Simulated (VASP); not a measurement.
Here is a VASP 6.6.1 calculation.

Contents of INCAR:

```
SYSTEM = SnO2
PREC = Accurate ; ENCUT = 520
EDIFF = 1E-7 ; ISMEAR = -1
SIGMA = 0.05 ; LREAL = .FALSE.
LASPH = .TRUE. ; NELM = 100
ALGO = Normal ; ISIF = 2
LWAVE = .FALSE. ; LCHARG = .FALSE.
GGA = PE ; NBANDS = 20
```

The input KPOINTS:

```
regular mesh
0
G
  9 9 9
  0 0 0
```

POSCAR

```
SnO2
1.0
    0.0000000000      2.5216015818      2.5216015818
    2.5216015818      0.0000000000      2.5216015818
    2.5216015818      2.5216015818      0.0000000000
Sn O
1 2
Direct
    0.0000000000      0.0000000000      0.0000000000
    0.7500000000      0.7500000000      0.7500000000
    0.2500000000      0.2500000000      0.2500000000
```

Potentials or basis: VASP PAW PBE potentials, release 64 (Sn_d, O).

Launch:

```sh
$ cat potpaw_PBE.64/Sn_d/POTCAR potpaw_PBE.64/O/POTCAR > POTCAR
$ mpirun -np 1 vasp_std > vasp.out
```

**Question.** Estimate the band gap on the k mesh.

**Answer.** 0.51 eV, indirect (least direct gap 1.85 eV).

**Question.** Predict the pressure.

**Answer.** 13.4 GPa.

Caveat: spin-orbit coupling is left out, which moves the levels of the heavy elements. A k mesh can miss the band edges.
